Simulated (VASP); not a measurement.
# Sb (Fm-3m) in VASP: notebook

Sb is run at these levels: LDA; tasks: relaxation of cell and atoms.

Program: VASP 6.6.1. These are calculated values, not measurements. Logs are shortened: lines on timing, memory, paths and dates and some standing lists are left out, and cuts for length are marked.

### 1 The cell of the first run

The structure is cubic, space group Fm-3m (No. 225). Conventional cell: a = 4.174 Å, b = 4.174 Å, c = 4.174 Å, α = 90.00°, β = 90.00°, γ = 90.00°. Within 3.9 Å of Sb (site symmetry m-3m) lie 12 Sb at 2.95 Å.

### 2 Relaxation of cell and atoms, LDA, target pressure 54 GPa, at which the enthalpy is minimised

INCAR

```
ALGO = Normal
EDIFF = 1E-6
EDIFFG = -0.005
ENCUT = 600
GGA = CA
IBRION = 2
ISIF = 3
ISMEAR = -1
LASPH = True
LCHARG = False
LREAL = False
LWAVE = False
NELM = 60
NSW = 60
PREC = Accurate
PSTRESS = 540.0
SIGMA = 0.08
```

KPOINTS

```
k-points
0
Gamma
  15 15 15
```

POSCAR

```
Sb
1.0
    0.0000000000      2.0871280131      2.0871280131
    2.0871280131      0.0000000000      2.0871280131
    2.0871280131      2.0871280131      0.0000000000
Sb
1
Direct
    0.0000000000      0.0000000000      0.0000000000
```

Potentials or basis: VASP PAW LDA potentials, release 64 (Sb).

On the command line:

```bash
$ cat potpaw_LDA.64/Sb/POTCAR > POTCAR
$ mpirun -np 1 vasp_std > vasp.out
```

OUTCAR:

```text
EDIFF = 1E-6
   EDIFFG = -0.005
   ENCUT = 600
   GGA = CA
   IBRION = 2
   ISIF = 3
   ISMEAR = -1
   LASPH = True
   LREAL = False
   NELM = 60
   NSW = 60
   PREC = Accurate
   PSTRESS = 540.0

 ion  position               nearest neighbor table
   1  0.000  0.000  0.000-

  LATTYP: Found a face centered cubic cell.
 ALAT       =     4.1742560262

  Lattice vectors:

 A1 = (   0.0000000000,   2.0871280131,   2.0871280131)
 A2 = (   2.0871280131,   0.0000000000,   2.0871280131)
 A3 = (   2.0871280131,   2.0871280131,   0.0000000000)

Analysis of symmetry for initial positions (statically):
=====================================================================
 Subroutine PRICEL returns:
 Original cell was already a primitive cell.

 Routine SETGRP: Setting up the symmetry group for a
 face centered cubic supercell.

 Subroutine GETGRP returns: Found 48 space group operations
[... 9 lines left out ...]

 Routine SETGRP: Setting up the symmetry group for a
 face centered cubic supercell.

 Subroutine GETGRP returns: Found 48 space group operations
[... 11 lines left out ...]
                                     Primitive cell

  volume of cell :      18.1835

  direct lattice vectors                    reciprocal lattice vectors
     0.000000000  2.087128013  2.087128013    -0.239563648  0.239563648  0.239563648
     2.087128013  0.000000000  2.087128013     0.239563648 -0.239563648  0.239563648
     2.087128013  2.087128013  0.000000000     0.239563648  0.239563648 -0.239563648

  length of vectors
     2.951644743  2.951644743  2.951644743     0.414936409  0.414936409  0.414936409

  position of ions in fractional coordinates (direct lattice)
     0.000000000  0.000000000  0.000000000

  ion indices of the primitive-cell ions
   primitive index   ion index
                 1           1

----------------------------------------------------------------------------------------

 KPOINTS: k-points

Automatic generation of k-mesh.
 Grid dimensions read from file:
 generate k-points for:   15   15   15

 Generating k-lattice:

  Cartesian coordinates                     Fractional coordinates (reciprocal lattice)
    -0.015970910  0.015970910  0.015970910     0.066666667  0.000000000  0.000000000
     0.015970910 -0.015970910  0.015970910     0.000000000  0.066666667  0.000000000
     0.015970910  0.015970910 -0.015970910     0.000000000  0.000000000  0.066666667

  Length of vectors
     0.027662427  0.027662427  0.027662427

  Shift w.r.t. Gamma in fractional coordinates (k-lattice)
     0.000000000  0.000000000  0.000000000

 Subroutine IBZKPT returns following result:
 ===========================================

 Found    120 irreducible k-points:

 Following reciprocal coordinates:
            Coordinates               Weight
  0.000000  0.000000  0.000000      1.000000
  0.066667  0.000000  0.000000      8.000000
  0.133333  0.000000  0.000000      8.000000
  0.200000  0.000000  0.000000      8.000000
  0.266667  0.000000  0.000000      8.000000
  0.333333  0.000000  0.000000      8.000000
[... 16 lines left out ...]
  0.133333  0.133333  0.000000      6.000000
  0.200000  0.133333  0.000000     24.000000
 [... further k-points ...]
   k-points           NKPTS =    120   k-points in BZ     NKDIM =    120   number of bands    NBANDS=      6
   number of dos      NEDOS =    301   number of ions     NIONS =      1
   total plane-waves  NPLWV =  13824
   dimension x,y,z NGX =    24 NGY =   24 NGZ =   24
   dimension x,y,z NGXF=    48 NGYF=   48 NGZF=   48
   ions per type =               1
   NGX,Y,Z   is equivalent  to a cutoff of  13.52, 13.52, 13.52 a.u.
   NGXF,Y,Z  is equivalent  to a cutoff of  27.04, 27.04, 27.04 a.u.
 SYSTEM =  unknown system
   PREC   = accura    normal or accurate (medium, high low for compatibility)
   ISTART =      0    job   : 0-new  1-cont  2-samecut
   ICHARG =      2    charge: 1-file 2-atom 10-const
   ISPIN  =      1    spin polarized calculation?
   LNONCOLLINEAR =      F non collinear calculations
   LSORBIT =      F    spin-orbit coupling
   LASPH  =      T    aspherical Exc in radial PAW
   ENCUT  =  600.0 eV  44.10 Ry    6.64 a.u.   5.90  5.90  5.90*2*pi/ulx,y,z
   NELM   =     60;   NELMIN=  2; NELMDL= -5     # of ELM steps
   EDIFF  = 0.1E-05   stopping-criterion for ELM
   LREAL  =      F    real-space projection
   EDIFFG = -.5E-02   stopping-criterion for IOM
   NSW    =     60    number of steps for IOM
   IBRION =      2    ionic relax: 0-MD 1-quasi-New 2-CG
   NFREE  =      1    steps in history (QN), initial steepest desc. (CG)
   ISIF   =      3    stress and relaxation
   ISYM   =      2    0-nonsym 1-usesym 2-fastsym
   POTIM  = 0.5000    time-step for ionic-motion
   TEBEG  =    0.0;   TEEND  =   0.0 temperature during run
   PSTRESS=  540.0 pullay stress
   NELECT =       5.0000    total number of electrons
   NUPDOWN=      -1.0000    fix difference up-down
   EMIN   =  10.00;   EMAX   =-10.00  energy-range for DOS
   EFERMI =   0.00;   METHOD = LEGACY
   ISMEAR =    -1;   SIGMA  =   0.08  broadening in eV -4-tet -1-fermi 0-gaus
   EFERMI_NEDOS =   21; number of points for ismear=-14 and -15
   IALGO  =     38    algorithm
   IMIX   =      4    mixing-type and parameters
     AMIX     =   0.40;   BMIX     =  1.00
     AMIX_MAG =   1.60;   BMIX_MAG =  1.00
  volume/ion in A,a.u.               =      18.18       122.71
  Fermi-wavevector in a.u.,A,eV,Ry     =   1.064566  2.011737 15.419480  1.133300
  Thomas-Fermi vector in A             =   2.200088
   LORBIT       =      0    0 simple, 1 ext, 2 COOP (PROOUT), +10 PAW based schemes
   GGA     = CA    functional components
   LHFCALC =     F    Hartree Fock is set to
   AEXX    =    0.0000 exact exchange contribution
   IVDW    =     0    specifies the selected vdW correction
   LEPSILON=     F    determine dielectric tensor
   LRPA    =     F    only Hartree local field effects (RPA)
 conjugate gradient relaxation of ions
 non-spin polarized calculation
  energy-cutoff  :      600.00
  volume of cell :       18.18
 maximum number of plane-waves:       620
   NGX = 11   NGY = 11   NGZ = 11

--------------------------------------- Ionic step        1  -------------------------------------------

 number of electron       5.0000000 magnetization

 Free energy of the ion-electron system (eV)
  ---------------------------------------------------
  ext. energy  EPLUGINS =         0.00000000
  ---------------------------------------------------
  free energy    TOTEN  =        -3.59450969 eV

  energy without entropy =       -3.58447833  energy(sigma->0) =       -3.58949401

------------------------ aborting loop because EDIFF is reached ----------------------------------------

  FORCE on cell =-STRESS in cart. coord.  units (eV):
  Direction    XX          YY          ZZ          XY          YZ          ZX
  --------------------------------------------------------------------------------------
  -------------------------------------------------------------------------------------
  Total        6.2951186      6.2951186      6.2951186     -0.0000000     -0.0000000     -0.0000000
  in kB      554.6732756    554.6732756    554.6732756     -0.0000000     -0.0000000     -0.0000000
  external PRESSURE =      14.6732756 kB  Pullay stress =     540.0000000 kB

 VOLUME and BASIS-vectors are now :
 -----------------------------------------------------------------------------
  energy-cutoff  :      600.00
  volume of cell :       18.18
      direct lattice vectors                 reciprocal lattice vectors
     0.000000000  2.087128013  2.087128013    -0.239563648  0.239563648  0.239563648
     2.087128013  0.000000000  2.087128013     0.239563648 -0.239563648  0.239563648
     2.087128013  2.087128013  0.000000000     0.239563648  0.239563648 -0.239563648
[... 44 lines left out ...]
  FREE ENERGIE OF THE ION-ELECTRON SYSTEM (eV)
  ---------------------------------------------------
  free  energy   TOTEN  =        -3.7380555880 eV

  energy  without entropy=       -3.7275953630  energy(sigma->0) =       -3.73282548

  enthalpy is  TOTEN    =         2.5394312670 eV   P V=        6.2774868550

--------------------------------------- Ionic step        3  -------------------------------------------

 number of electron       5.0000000 magnetization

 Free energy of the ion-electron system (eV)
  ---------------------------------------------------
  ext. energy  EPLUGINS =         0.00000000
  ---------------------------------------------------
  free energy    TOTEN  =        -3.62641335 eV

  energy without entropy =       -3.61629735  energy(sigma->0) =       -3.62135535

 E-fermi :  14.5762     XC(G=0): -12.1194

 val. band max:       14.5494760744   @ k =  -0.4667   0.4000   0.0667
 cond. band min:      14.6163791407   @ k =   0.3333   0.2000   0.0667
 fundamental gap:      0.0669030664
 Fermi energy:        14.5762077653

 k-point     1 :       0.0000    0.0000    0.0000
  band No.  band energies     occupation
      1      -2.1566      2.00000
      2      23.0406      0.00000
      3      23.0406      0.00000
      4      23.0406      0.00000
      5      24.4628      0.00000
      6      25.5491      0.00000

 k-point     2 :       0.0667    0.0000    0.0000
  band No.  band energies     occupation
      1      -2.0332      2.00000
      2      21.4144      0.00000
      3      22.7526      0.00000
      4      22.7526      0.00000
      5      24.1188      0.00000
      6      25.9442      0.00000
[... 181 lines left out ...]
 k-point    23 :       0.1333    0.1333    0.0000
  band No.  band energies     occupation
      1      -1.4977      2.00000
      2      20.2408      0.00000
      3      20.2408      0.00000
      4      21.3178      0.00000
      5      22.1647      0.00000
      6      25.3210      0.00000

 k-point    24 :       0.2000    0.1333    0.0000
  band No.  band energies     occupation
      1      -1.0438      2.00000
      2      17.9932      0.00000
      3      19.4728      0.00000
      4      20.9318      0.00000
      5      22.4997      0.00000
      6      24.1418      0.00000

 [... further k-points ...]
[... 5 lines left out ...]
  --------------------------------------------------------------------------------------
  -------------------------------------------------------------------------------------
  Total        6.1585099      6.1585099      6.1585099     -0.0000000      0.0000000     -0.0000000
  in kB      539.8631683    539.8631683    539.8631683     -0.0000000      0.0000000     -0.0000000
  external PRESSURE =      -0.1368317 kB  Pullay stress =     540.0000000 kB

 VOLUME and BASIS-vectors are now :
 -----------------------------------------------------------------------------
  energy-cutoff  :      600.00
  volume of cell :       18.28
      direct lattice vectors                 reciprocal lattice vectors
    -0.000000000  2.090695784  2.090695784    -0.239154832  0.239154832  0.239154832
     2.090695784 -0.000000000  2.090695784     0.239154832 -0.239154832  0.239154832
     2.090695784  2.090695784 -0.000000000     0.239154832  0.239154832 -0.239154832

 POSITION                                       TOTAL-FORCE (eV/Angst)
 -----------------------------------------------------------------------------------
      0.00000      0.00000      0.00000        -0.000000     -0.000000      0.000000
 -----------------------------------------------------------------------------------
    total drift:                                0.000000     -0.000000     -0.000000

  FREE ENERGIE OF THE ION-ELECTRON SYSTEM (eV)
  ---------------------------------------------------
  free  energy   TOTEN  =        -3.6264133477 eV

  energy  without entropy=       -3.6162973541  energy(sigma->0) =       -3.62135535

  enthalpy is  TOTEN    =         2.5336574509 eV   P V=        6.1600707985

 reached required accuracy - stopping structural energy minimisation
```

Wall time 29 s (1 thread of Intel Xeon 8259CL, shared host); peak memory 0.15 GiB.

What came out:

```yaml
Free_energy: -3.6264 eV
Relaxed_volume: 18.28 Å³/atom
Relaxed_cell: a = 2.957 Å, b = 2.957 Å, c = 2.957 Å, α = 60.00°, β = 60.00°, γ = 60.00°
Space_group_after_relaxing_to_0.05_Å: Fm-3m (No. 225)
Energy_change_on_relaxing_the_enthalpy_is_what_falls: -31.9 meV/atom
Ionic_steps: 3
Pressure_after_relaxing: 54.0 GPa
```

Step by step:
| step | energy change (eV) | largest force (eV/Å) | pressure (GPa) | volume (Å³) |
| --- | --- | --- | --- | --- |
| 1 | 0.0000 | 0.0000 | 55.47 | 18.18 |
| 2 | -0.1435 | 0.0000 | 48.78 | 18.63 |
| 3 | -0.0319 | 0.0000 | 53.99 | 18.28 |

Final structure:
```cif
data_structure
_symmetry_space_group_name_H-M 'P 1'
_symmetry_Int_Tables_number 1
_cell_length_a 2.9567
_cell_length_b 2.9567
_cell_length_c 2.9567
_cell_angle_alpha 60.000
_cell_angle_beta 60.000
_cell_angle_gamma 60.000
_cell_volume 18.28
loop_
_atom_site_label
_atom_site_type_symbol
_atom_site_fract_x
_atom_site_fract_y
_atom_site_fract_z
_atom_site_occupancy
Sb1 Sb 0.00000 0.00000 0.00000 1
```

Levels at points of the mesh, in eV from the Fermi level:
```csv
k point,band 1,band 2,band 3,band 4,band 5
"(0.00, 0.00, 0.00)",-16.73,8.46,8.46,8.46,9.89
```

Caveat: the cell is relaxed towards a set pressure, so the enthalpy falls and the energy may rise; spin-orbit coupling is left out, which moves the levels of the heavy elements.

### 3 Relaxation of cell and atoms, LDA, target pressure 54 GPa, at which the enthalpy is minimised

INCAR

```
  ALGO = Normal
  EDIFF = 1E-6
  EDIFFG = -0.005
  ENCUT = 600
  IBRION = 2
  ISIF = 3
  ISMEAR = -1
  LASPH = True
  LCHARG = False
  LREAL = False
  LWAVE = False
  NELM = 100
  NSW = 32
  PREC = Accurate
  PSTRESS = 540.0
  SIGMA = 0.08
```

KPOINTS is that of step 2.

POSCAR

```
Sb
1.0
    0.0000000000      2.0864341021      2.0864341021
    2.0864341021      0.0000000000      2.0864341021
    2.0864341021      2.0864341021      0.0000000000
Sb
1
Direct
    0.0000000000      0.0000000000      0.0000000000
```

Potentials or basis: VASP PAW LDA potentials, release 64 (Sb).

On the command line:

```bash
$ cat potpaw_LDA.64/Sb/POTCAR > POTCAR
$ mpirun -np 1 vasp_std > vasp.out
```

Run time: 28 s. Hardware: 1 thread of Intel Xeon 8259CL, shared host; peak memory 0.15 GiB.

The run converged. Its results:

* Free energy: -3.6265 eV
* Relaxed volume: 18.28 Å³/atom
* Relaxed cell: a = 2.957 Å, b = 2.957 Å, c = 2.957 Å, α = 60.00°, β = 60.00°, γ = 60.00°
* Space group after relaxing (to 0.05 Å): Fm-3m (No. 225)
* Energy change on relaxing (the enthalpy is what falls): -38.3 meV/atom
* Ionic steps: 3
* Pressure after relaxing: 54.0 GPa

The path:
```csv
step,energy change (eV),largest force (eV/Å),pressure (GPa),volume (Å³)
1,0.0000,0.0000,55.76,18.17
2,-0.1707,0.0000,47.80,18.69
3,-0.0383,0.0000,53.98,18.28
```

Final structure:
```
Sb
1.0
     0.00000    2.09071    2.09071
     2.09071    0.00000    2.09071
     2.09071    2.09071    0.00000
Sb
1
Cartesian
  0.0000 0.0000 0.0000
```

Levels at points of the mesh, in eV from the Fermi level:
```csv
k point,band 1,band 2,band 3,band 4,band 5
"(0.00, 0.00, 0.00)",-16.73,8.46,8.46,8.46,9.89
```

Caveat: the cell is relaxed towards a set pressure, so the enthalpy falls and the energy may rise; spin-orbit coupling is left out, which moves the levels of the heavy elements.
